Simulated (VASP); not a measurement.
# PtSe2 (Sudovikovite) (P-3m1) in VASP: settings compared, part 2 of 2

VASP 6.6.1. Earlier steps stand in the parts before.

## Step 4: Single point, LDA

This run uses another cell than the first one, of 20.27 Å³/atom, 1.020 times its volume.

The input, INCAR:

```
  ALGO = Normal
  EDIFF = 1E-6
  ENCUT = 520
  ISIF = 2
  ISMEAR = -1
  LASPH = T
  LCHARG = T
  LELF = T
  LREAL = F
  LVHAR = T
  LWAVE = F
  NBANDS = 18
  NELM = 60
  PREC = Accurate
  SIGMA = 0.05
```

The input, KPOINTS:

```
k-points
0
Gamma
  8 8 5
```

The input, POSCAR:

```
PtSe2
1.0
    3.7240000000      0.0000000000      0.0000000000
   -1.8620000000      3.2250786037      0.0000000000
    0.0000000000      0.0000000000      5.0620000000
Pt Se
1 2
Direct
    0.0000000000      0.0000000000      0.0000000000
    0.6666666667      0.3333333333      0.7500000000
    0.3333333333      0.6666666667      0.2500000000
```

Potentials or basis: VASP PAW LDA potentials, release 64 (Pt, Se).

The run is started by

```
$ cat potpaw_LDA.64/Pt/POTCAR potpaw_LDA.64/Se/POTCAR > POTCAR
$ mpirun -np 1 vasp_std > vasp.out
```

OUTCAR:

```text
EDIFF = 1E-6
   ENCUT = 520
   ISIF = 2
   ISMEAR = -1
   LASPH = T
   LREAL = F
   NELM = 60
   PREC = Accurate

 ion  position               nearest neighbor table
   1  0.000  0.000  0.000-   2 2.49   3 2.49   2 2.49   3 2.49   2 2.49   3 2.49
   2  0.667  0.333  0.750-   1 2.49   1 2.49   1 2.49
   3  0.333  0.667  0.250-   1 2.49   1 2.49   1 2.49

  LATTYP: Found a hexagonal cell.
 ALAT       =     3.7240000000
 C/A-ratio  =     1.3592910849

  Lattice vectors:

 A1 = (   3.7240000000,   0.0000000000,   0.0000000000)
 A2 = (  -1.8620000000,   3.2250786037,   0.0000000000)
 A3 = (   0.0000000000,   0.0000000000,   5.0620000000)

Analysis of symmetry for initial positions (statically):
=====================================================================
 Subroutine PRICEL returns:
 Original cell was already a primitive cell.

 Routine SETGRP: Setting up the symmetry group for a
 hexagonal supercell.

 Subroutine GETGRP returns: Found 12 space group operations
 (whereof 12 operations were pure point group operations)
 out of a pool of 24 trial point group operations.

The static configuration has the point symmetry D_3d.

Analysis of symmetry for dynamics (positions and initial velocities):
=====================================================================
 Subroutine PRICEL returns:
 Original cell was already a primitive cell.

 Routine SETGRP: Setting up the symmetry group for a
 hexagonal supercell.

 Subroutine GETGRP returns: Found 12 space group operations
 (whereof 12 operations were pure point group operations)
 out of a pool of 24 trial point group operations.

The dynamic configuration has the point symmetry D_3d.

 Subroutine INISYM returns: Found 12 space group operations
 (whereof 12 operations are pure point group operations),
 and found     1 'primitive' translations

----------------------------------------------------------------------------------------
[... 112 lines left out ...]
   IALGO  =     38    algorithm
   IMIX   =      4    mixing-type and parameters
     AMIX     =   0.40;   BMIX     =  1.00
     AMIX_MAG =   1.60;   BMIX_MAG =  1.00
  volume/ion in A,a.u.               =      20.27       136.76
  Fermi-wavevector in a.u.,A,eV,Ry     =   1.166608  2.204570 18.517184  1.360975
  Thomas-Fermi vector in A             =   2.303119
   LORBIT       =      0    0 simple, 1 ext, 2 COOP (PROOUT), +10 PAW based schemes
   GGA     = CA    functional components
   LHFCALC =     F    Hartree Fock is set to
   AEXX    =    0.0000 exact exchange contribution
   IVDW    =     0    specifies the selected vdW correction
   LEPSILON=     F    determine dielectric tensor
   LRPA    =     F    only Hartree local field effects (RPA)
 non-spin polarized calculation
  energy-cutoff  :      520.00
  volume of cell :       60.80
 maximum number of plane-waves:      1654
   NGX = 13   NGY = 13   NGZ = 19

 number of electron      21.9999998 magnetization

 Free energy of the ion-electron system (eV)
  ---------------------------------------------------
  ext. energy  EPLUGINS =         0.00000000
  ---------------------------------------------------
  free energy    TOTEN  =       -17.06144139 eV

  energy without entropy =      -17.05511052  energy(sigma->0) =      -17.05827595

 E-fermi :   6.5237     XC(G=0): -10.8994

 val. band max:        6.4080909529   @ k =   0.1250  -0.0000   0.0000
 cond. band min:       6.5617489667   @ k =   0.0000   0.1250   0.2000
 fundamental gap:      0.1536580138
 Fermi energy:         6.5237289037

 k-point     1 :       0.0000    0.0000    0.0000
  band No.  band energies     occupation
      1      -9.2154      2.00000
      2      -6.3907      2.00000
      3      -0.6997      2.00000
      4      -0.0016      2.00000
      5      -0.0016      2.00000
      6       2.4848      2.00000
[... 481 lines left out ...]
      5       0.7018      2.00000
      6       1.5011      2.00000
[... 10 lines left out ...]
     17      14.8975      0.00000
     18      15.4881      0.00000

 [... further k-points ...]

------------------------ aborting loop because EDIFF is reached ----------------------------------------

  FORCE on cell =-STRESS in cart. coord.  units (eV):
  Direction    XX          YY          ZZ          XY          YZ          ZX
  --------------------------------------------------------------------------------------
  -------------------------------------------------------------------------------------
  Total        0.1261398      0.1261398     -0.3224552      0.0000000      0.0000000      0.0000000
  in kB        3.3242268      3.3242268     -8.4978266      0.0000000      0.0000000      0.0000000
  external PRESSURE =      -0.6164577 kB  Pullay stress =       0.0000000 kB

 VOLUME and BASIS-vectors are now :
 -----------------------------------------------------------------------------
  energy-cutoff  :      520.00
  volume of cell :       60.80
      direct lattice vectors                 reciprocal lattice vectors
     3.724000000  0.000000000  0.000000000     0.268528464  0.155034981  0.000000000
    -1.862000000  3.225078604  0.000000000     0.000000000  0.310069962  0.000000000
     0.000000000  0.000000000  5.062000000     0.000000000  0.000000000  0.197550375

 POSITION                                       TOTAL-FORCE (eV/Angst)
 -----------------------------------------------------------------------------------
      0.00000      0.00000      0.00000        -0.000000      0.000000      0.000000
      1.86200      1.07503      3.79650        -0.000000      0.000000     -0.248018
     -0.00000      2.15005      1.26550         0.000000     -0.000000      0.248018
 -----------------------------------------------------------------------------------
    total drift:                               -0.000000     -0.000000     -0.000000

  FREE ENERGIE OF THE ION-ELECTRON SYSTEM (eV)
  ---------------------------------------------------
  free  energy   TOTEN  =       -17.0614413881 eV

  energy  without entropy=      -17.0551105212  energy(sigma->0) =      -17.05827595
```

Wall time 29 s (1 thread of Intel Xeon Platinum 8259CL at 2.50GHz (Skylake/Cascade Lake), shared host); peak memory 0.18 GiB.

What came out:

| Property | Result |
| --- | --- |
| Free energy | -17.0614 eV |
| Pressure | -0.1 GPa |
| Largest force | 0.248 eV/Å |
| Band gap on the k mesh | zero (band 11 reaches 6.91 eV, above the bottom of band 12 at 6.57 eV) |

Forces on the atoms (eV/Å):
```
Pt   0.000  0.000  0.000
Se   0.000  0.000 -0.248
Se   0.000  0.000  0.248
```

Levels at points of the mesh, in eV from the Fermi level:
| k point | band 8 | band 9 | band 10 | band 11 | band 12 | band 13 | band 14 | band 15 |
| --- | --- | --- | --- | --- | --- | --- | --- | --- |
| (0.00, 0.00, 0.00) | -2.58 | -1.07 | -1.07 | 0.39 | 1.44 | 1.44 | 3.50 | 4.03 |
| (0.50, 0.00, 0.00) | -3.56 | -3.52 | -3.44 | -3.00 | 0.61 | 2.33 | 4.72 | 5.73 |

Caveat: spin-orbit coupling is left out, which moves the levels of the heavy elements.

## Step 5: Summary

```csv
level,potentials or basis,cell,gap on the mesh (eV),pressure (GPa),largest force (eV/Å)
LDA,"VASP PAW LDA potentials, release 64 (Pt, Se)","a = 3.699, b = 3.699, c = 5.028 Å, angles 90.0, 90.0, 120.0°, 3 atoms",none,2.8,0.51
PBEsol,"VASP PAW PBE potentials, release 64 (Pt, Se)","a = 3.699, b = 3.699, c = 5.028 Å, angles 90.0, 90.0, 120.0°, 3 atoms",none,5.1,0.62
LDA,"VASP PAW LDA potentials, release 64 (Pt, Se)","a = 3.724, b = 3.724, c = 5.062 Å, angles 90.0, 90.0, 120.0°, 3 atoms",none,-0.1,0.25
```

Alike in all rows: task single point; no spin polarisation; k mesh 8 × 8 × 5; cutoff (eV) 520; smearing fermi-dirac 0.05 eV.

Caveats: spin-orbit coupling is left out, which moves the levels of the heavy elements; the PAW data sets were made with another functional, which shifts forces and pressure a little (some runs).

Absolute energies hang on the potentials; compare differences alone.
